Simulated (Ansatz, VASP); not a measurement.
**SnTe3As: VASP beside Ansatz**

The input INCAR:

```
SYSTEM = SnTe3As
ALGO = Normal
EDIFF = 1E-6
EDIFFG = -0.01
ENCUT = 600
GGA = PE
IBRION = 2
ISIF = 3
ISMEAR = 0
LASPH = .True.
LCHARG = .False.
LREAL = .False.
LWAVE = .False.
NELM = 100
NSW = 100
PREC = Accurate
SIGMA = 0.1
```

KPOINTS

```
k-points
0
Gamma
  6 6 8
  0 0 0
```

File POSCAR:

```
SnTe3As
1.0
    6.0558478210      0.0000000000      0.0000000000
    0.0000000000      6.0558478210      0.0000000000
    0.0000000000      0.0000000000      5.4134406114
Sn Te As
1 3 1
Direct
    0.0000000000      0.0000000000      0.5000000000
    0.5000000000      0.5000000000      0.5000000000
    0.0000000000      0.5000000000      0.5000000000
    0.5000000000      0.0000000000      0.5000000000
    0.0000000000      0.0000000000      0.0000000000
```

Input for Ansatz:

```yaml
crystal:
  lattice:
    - [6.055847821, 0.0, 0.0]
    - [0.0, 6.055847821, 0.0]
    - [0.0, 0.0, 5.4134406114]
  atoms:
    - { symbol: Sn, position: [0.0, 0.0, 0.5] }
    - { symbol: Te, position: [0.5, 0.5, 0.5] }
    - { symbol: Te, position: [0.0, 0.5, 0.5] }
    - { symbol: Te, position: [0.5, 0.0, 0.5] }
    - { symbol: As, position: [0.0, 0.0, 0.0] }
basis:
  ecutwfc: 420
kpoints:
  mp_grid: { grid: [6, 6, 8] }
hamiltonian:
  xc: pbe
scf:
  occupations: { method: gaussian, width: 0.1 }
output:
  forces: true
  stress: true
  eigenvalues: true
relax:
  adjacent_minimum: "off"
  f_tol: 0.01
  max_steps: 80
  cell: { stress_tol: 0.05 }
```

Alike in both runs: task relaxation of cell and atoms; functional PBE; k mesh 6 × 6 × 8; occupations gaussian, width 0.1 eV; no spin polarisation.

|  | VASP | Ansatz |
| --- | --- | --- |
| version | VASP 6.6.1 | Ansatz 0.2.0 |
| potentials or method | VASP PAW PBE potentials, release 64 (Sn_d, Te, As), cutoff 600 eV | scalar-relativistic, plane waves, PAW |
| valence electrons in the cell | 37 | 77 |

|  | VASP | Ansatz | Ansatz less VASP |
| --- | --- | --- | --- |
| gap on the k mesh at the Fermi level, each at its own relaxed structure (eV) | none | none | - |
| relaxed volume (Å³/atom) | 39.63 | 39.58 | -0.050 |
| relaxed cell length with the largest relative difference (Å) | 5.356 | 5.350 | -0.0060 |

A gap of «none» marks a metal or a gap that the smearing closes. VASP's potentials hold 37 valence electrons a cell and Ansatz's 77, so a difference there can come from the potentials and not from the codes.

Spin-orbit coupling is off throughout.
